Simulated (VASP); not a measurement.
# FeSi2 (P4/mmm) in VASP: single point with PBEsol

Aim: the single point of FeSi2 with PBEsol.

All numbers are computed with VASP 6.6.1; they aren't measurements. Logs are shortened: lines on timing, memory, paths and dates and some standing lists are left out, and cuts for length are marked.

## 1. The cell of the first run

The structure is tetragonal, space group P4/mmm (No. 123). The conventional cell has a = 2.775 Å, b = 2.775 Å, c = 5.226 Å, α = 90.00°, β = 90.00°, γ = 90.00°. Within 3.2 Å of Fe (site symmetry 4/mmm) lie 8 Si at 2.41 Å and 4 Fe at 2.77 Å. Si (site symmetry 4mm) has 4 Fe at 2.41 Å and 6 Si at 2.42 to 2.81 Å within 3.2 Å.

## 2. Single point, PBEsol (13.41 Å³/atom)

INCAR

```
ALGO = Normal ; EDIFF = 1E-6
ENCUT = 690 ; GGA = PS
GGA_COMPAT = F ; ISIF = 2
ISMEAR = 0 ; LASPH = T
LCHARG = T ; LELF = T
LREAL = F ; LVHAR = T
LWAVE = F ; NBANDS = 19
NELM = 120 ; PREC = Accurate
SIGMA = 0.1
```

KPOINTS

```
k-points
0
Gamma
  16 16 8
```

POSCAR

```
FeSi2
1.0
    2.7747065486      0.0000000000      0.0000000000
    0.0000000000      2.7747065486      0.0000000000
    0.0000000000      0.0000000000      5.2255715940
Fe Si
1 2
Direct
    0.0000000000      0.0000000000      0.0000000000
    0.5000000000      0.5000000000      0.2686046322
    0.5000000000      0.5000000000      0.7313953678
```

Potentials or basis: VASP PAW PBE potentials, release 64 (Fe_sv, Si).

Launch:

```bash
cat potpaw_PBE.64/Fe_sv/POTCAR potpaw_PBE.64/Si/POTCAR > POTCAR
mpirun -np 1 vasp_std > vasp.out
```

OUTCAR:

```text
EDIFF = 1E-6
   ENCUT = 690
   GGA = PS
   ISIF = 2
   ISMEAR = 0
   LASPH = T
   LREAL = F
   NELM = 120
   PREC = Accurate

 ion  position               nearest neighbor table
   1  0.000  0.000  0.000-   2 2.41   3 2.41   2 2.41   3 2.41   2 2.41   3 2.41   2 2.41   3 2.41

   2  0.500  0.500  0.269-   1 2.41   1 2.41   1 2.41   1 2.41   3 2.42   3 2.81
   3  0.500  0.500  0.731-   1 2.41   1 2.41   1 2.41   1 2.41   2 2.42   2 2.81

  LATTYP: Found a simple tetragonal cell.
 ALAT       =     2.7747065486
 C/A-ratio  =     1.8832880171

  Lattice vectors:

 A1 = (   2.7747065486,   0.0000000000,   0.0000000000)
 A2 = (   0.0000000000,   2.7747065486,   0.0000000000)
 A3 = (   0.0000000000,   0.0000000000,   5.2255715940)

Analysis of symmetry for initial positions (statically):
=====================================================================
 Subroutine PRICEL returns:
 Original cell was already a primitive cell.

 Routine SETGRP: Setting up the symmetry group for a
 simple tetragonal supercell.

 Subroutine GETGRP returns: Found 16 space group operations
 (whereof 16 operations were pure point group operations)
 out of a pool of 16 trial point group operations.

The static configuration has the point symmetry D_4h.

Analysis of symmetry for dynamics (positions and initial velocities):
=====================================================================
 Subroutine PRICEL returns:
 Original cell was already a primitive cell.

 Routine SETGRP: Setting up the symmetry group for a
 simple tetragonal supercell.

 Subroutine GETGRP returns: Found 16 space group operations
 (whereof 16 operations were pure point group operations)
 out of a pool of 16 trial point group operations.

The dynamic configuration has the point symmetry D_4h.

 Subroutine INISYM returns: Found 16 space group operations
 (whereof 16 operations are pure point group operations),
 and found     1 'primitive' translations

----------------------------------------------------------------------------------------

                                     Primitive cell

  volume of cell :      40.2317

  direct lattice vectors                    reciprocal lattice vectors
     2.774706549  0.000000000  0.000000000     0.360398472  0.000000000  0.000000000
     0.000000000  2.774706549  0.000000000     0.000000000  0.360398472  0.000000000
     0.000000000  0.000000000  5.225571594     0.000000000  0.000000000  0.191366625

  length of vectors
     2.774706549  2.774706549  5.225571594     0.360398472  0.360398472  0.191366625

  position of ions in fractional coordinates (direct lattice)
     0.000000000  0.000000000  0.000000000
     0.500000000  0.500000000  0.268604632
     0.500000000  0.500000000  0.731395368

  ion indices of the primitive-cell ions
   primitive index   ion index
                 1           1
                 2           2
                 3           3

----------------------------------------------------------------------------------------

 KPOINTS: k-points

Automatic generation of k-mesh.
 Grid dimensions read from file:
 generate k-points for:   16   16    8

 Generating k-lattice:

  Cartesian coordinates                     Fractional coordinates (reciprocal lattice)
     0.022524904  0.000000000  0.000000000     0.062500000  0.000000000  0.000000000
     0.000000000  0.022524904  0.000000000     0.000000000  0.062500000  0.000000000
     0.000000000  0.000000000  0.023920828     0.000000000  0.000000000  0.125000000

  Length of vectors
     0.022524904  0.022524904  0.023920828

  Shift w.r.t. Gamma in fractional coordinates (k-lattice)
     0.000000000  0.000000000  0.000000000

 Subroutine IBZKPT returns following result:
 ===========================================

 Found    225 irreducible k-points:

 Following reciprocal coordinates:
            Coordinates               Weight
  0.000000  0.000000  0.000000      1.000000
  0.062500  0.000000  0.000000      4.000000
  0.125000  0.000000  0.000000      4.000000
  0.187500  0.000000  0.000000      4.000000
  0.250000  0.000000  0.000000      4.000000
  0.312500  0.000000  0.000000      4.000000
[... 16 lines left out ...]
  0.437500  0.125000  0.000000      8.000000
  0.500000  0.125000  0.000000      4.000000
 [... further k-points ...]
   k-points           NKPTS =    225   k-points in BZ     NKDIM =    225   number of bands    NBANDS=     19
   number of dos      NEDOS =    301   number of ions     NIONS =      3
   total plane-waves  NPLWV =  27648
   dimension x,y,z NGX =    24 NGY =   24 NGZ =   48
   dimension x,y,z NGXF=    48 NGYF=   48 NGZF=   96
   ions per type =               1   2
   NGX,Y,Z   is equivalent  to a cutoff of  14.38, 14.38, 15.27 a.u.
   NGXF,Y,Z  is equivalent  to a cutoff of  28.76, 28.76, 30.54 a.u.
 SYSTEM =  unknown system
   PREC   = accura    normal or accurate (medium, high low for compatibility)
   ISTART =      0    job   : 0-new  1-cont  2-samecut
   ICHARG =      2    charge: 1-file 2-atom 10-const
   ISPIN  =      1    spin polarized calculation?
   LNONCOLLINEAR =      F non collinear calculations
   LSORBIT =      F    spin-orbit coupling
   LASPH  =      T    aspherical Exc in radial PAW
   ENCUT  =  690.0 eV  50.71 Ry    7.12 a.u.   5.94  5.94 11.19*2*pi/ulx,y,z
   NELM   =    120;   NELMIN=  2; NELMDL= -5     # of ELM steps
   EDIFF  = 0.1E-05   stopping-criterion for ELM
   LREAL  =      F    real-space projection
   EDIFFG = 0.1E-04   stopping-criterion for IOM
   NSW    =      0    number of steps for IOM
   IBRION =     -1    ionic relax: 0-MD 1-quasi-New 2-CG
   NFREE  =      0    steps in history (QN), initial steepest desc. (CG)
   ISIF   =      2    stress and relaxation
   ISYM   =      2    0-nonsym 1-usesym 2-fastsym
   POTIM  = 0.5000    time-step for ionic-motion
   TEBEG  =    0.0;   TEEND  =   0.0 temperature during run
   PSTRESS=    0.0 pullay stress
   NELECT =      24.0000    total number of electrons
   NUPDOWN=      -1.0000    fix difference up-down
   EMIN   =  10.00;   EMAX   =-10.00  energy-range for DOS
   EFERMI =   0.00;   METHOD = LEGACY
   ISMEAR =     0;   SIGMA  =   0.10  broadening in eV -4-tet -1-fermi 0-gaus
   EFERMI_NEDOS =   21; number of points for ismear=-14 and -15
   IALGO  =     38    algorithm
   IMIX   =      4    mixing-type and parameters
     AMIX     =   0.40;   BMIX     =  1.00
     AMIX_MAG =   1.60;   BMIX_MAG =  1.00
  volume/ion in A,a.u.               =      13.41        90.50
  Fermi-wavevector in a.u.,A,eV,Ry     =   1.378127  2.604283 25.840651  1.899234
  Thomas-Fermi vector in A             =   2.503217
   LORBIT       =      0    0 simple, 1 ext, 2 COOP (PROOUT), +10 PAW based schemes
   GGA     = PS    functional components
   LHFCALC =     F    Hartree Fock is set to
   AEXX    =    0.0000 exact exchange contribution
   IVDW    =     0    specifies the selected vdW correction
   LEPSILON=     F    determine dielectric tensor
   LRPA    =     F    only Hartree local field effects (RPA)
 non-spin polarized calculation
 Gauss-broadening in eV      SIGMA  =   0.10
  energy-cutoff  :      690.00
  volume of cell :       40.23
 maximum number of plane-waves:      1682
 NGX is ok and might be reduce to    24
   NGX = 11   NGY = 11   NGZ = 23

 number of electron      24.0000002 magnetization

 Free energy of the ion-electron system (eV)
  ---------------------------------------------------
  ext. energy  EPLUGINS =         0.00000000
  ---------------------------------------------------
  free energy    TOTEN  =       -21.87904977 eV

  energy without entropy =      -21.87247596  energy(sigma->0) =      -21.87576286

 E-fermi :  10.6215     XC(G=0): -11.8597

 val. band max:       10.6184197287   @ k =   0.4375   0.2500   0.0000
 cond. band min:      10.6249508091   @ k =   0.4375   0.4375   0.2500
 fundamental gap:      0.0065310805
 Fermi energy:        10.6215080082

 k-point     1 :       0.0000    0.0000    0.0000
  band No.  band energies     occupation
      1     -76.1107      2.00000
      2     -42.3743      2.00000
      3     -42.3743      2.00000
      4     -42.2028      2.00000
      5      -2.6707      2.00000
      6       1.8570      2.00000
[... 11 lines left out ...]
     18      18.6945      0.00000
     19      19.3265      0.00000

 k-point     2 :       0.0625    0.0000    0.0000
  band No.  band energies     occupation
      1     -76.1104      2.00000
      2     -42.3778      2.00000
      3     -42.3739      2.00000
      4     -42.2024      2.00000
      5      -2.5969      2.00000
      6       1.9104      2.00000
[... 11 lines left out ...]
     18      18.7819      0.00000
     19      19.3462      0.00000

 k-point     3 :       0.1250    0.0000    0.0000
  band No.  band energies     occupation
      1     -76.1095      2.00000
      2     -42.3882      2.00000
      3     -42.3730      2.00000
      4     -42.2013      2.00000
      5      -2.3768      2.00000
      6       2.0685      2.00000
[... 11 lines left out ...]
     18      18.9528      0.00000
     19      19.4045      0.00000

 k-point     4 :       0.1875    0.0000    0.0000
  band No.  band energies     occupation
      1     -76.1082      2.00000
      2     -42.4037      2.00000
      3     -42.3716      2.00000
      4     -42.1996      2.00000
      5      -2.0138      2.00000
      6       2.3245      2.00000
[... 407 lines left out ...]
     18      19.7774      0.00000
     19      19.8867      0.00000

 k-point    23 :       0.4375    0.1250    0.0000
  band No.  band energies     occupation
      1     -76.1018      2.00000
      2     -42.4640      2.00000
      3     -42.3798      2.00000
      4     -42.1915      2.00000
      5       0.7887      2.00000
      6       3.9165      2.00000
[... 11 lines left out ...]
     18      19.3229      0.00000
     19      20.5671      0.00000

 k-point    24 :       0.5000    0.1250    0.0000
  band No.  band energies     occupation
      1     -76.1015      2.00000
      2     -42.4677      2.00000
      3     -42.3795      2.00000
      4     -42.1912      2.00000
      5       1.1659      2.00000
      6       3.4498      2.00000
[... 11 lines left out ...]
     18      19.0867      0.00000
     19      20.9160      0.00000

 [... further k-points ...]

------------------------ aborting loop because EDIFF is reached ----------------------------------------

  FORCE on cell =-STRESS in cart. coord.  units (eV):
  Direction    XX          YY          ZZ          XY          YZ          ZX
  --------------------------------------------------------------------------------------
  -------------------------------------------------------------------------------------
  Total       -3.7967402     -3.7967402     -3.7638954      0.0000000     -0.0000000      0.0000000
  in kB     -151.2006098   -151.2006098   -149.8926055      0.0000000     -0.0000000      0.0000000
  external PRESSURE =    -150.7646084 kB  Pullay stress =       0.0000000 kB

 VOLUME and BASIS-vectors are now :
 -----------------------------------------------------------------------------
  energy-cutoff  :      690.00
  volume of cell :       40.23
      direct lattice vectors                 reciprocal lattice vectors
     2.774706549  0.000000000  0.000000000     0.360398472  0.000000000  0.000000000
     0.000000000  2.774706549  0.000000000     0.000000000  0.360398472  0.000000000
     0.000000000  0.000000000  5.225571594     0.000000000  0.000000000  0.191366625

 POSITION                                       TOTAL-FORCE (eV/Angst)
 -----------------------------------------------------------------------------------
      0.00000      0.00000      0.00000         0.000000      0.000000      0.000000
      1.38735      1.38735      1.40361         0.000000      0.000000     -0.021559
      1.38735      1.38735      3.82196        -0.000000     -0.000000      0.021559
 -----------------------------------------------------------------------------------
    total drift:                                0.000000      0.000000     -0.000000

  FREE ENERGIE OF THE ION-ELECTRON SYSTEM (eV)
  ---------------------------------------------------
  free  energy   TOTEN  =       -21.8790497678 eV

  energy  without entropy=      -21.8724759554  energy(sigma->0) =      -21.87576286
```

Run time: 2.1 min. Hardware: 1 thread of AMD EPYC 9R45 (Zen 5), shared host; peak memory 0.33 GiB.

Results:

```yaml
Free_energy: -21.8790 eV
Pressure: -15.1 GPa
Largest_force: 0.022 eV/Å
Band_gap_on_the_k_mesh: zero (bands 12 and 13 overlap by 0.22 eV)
```

Forces on the atoms (eV/Å):
```
Fe   0.000  0.000  0.000
Si   0.000  0.000 -0.022
Si   0.000  0.000  0.022
```

Stress tensor (GPa, compression positive):
```
-15.12   0.00   0.00
  0.00 -15.12   0.00
  0.00   0.00 -14.99
```

Caveat: the cell stands under tension; the PAW data sets were made with another functional, which shifts forces and pressure a little; the run has no spin polarisation, though such a crystal can be magnetic. Spin polarisation is off, so any magnetic state and its effect on volume and gap are missing.
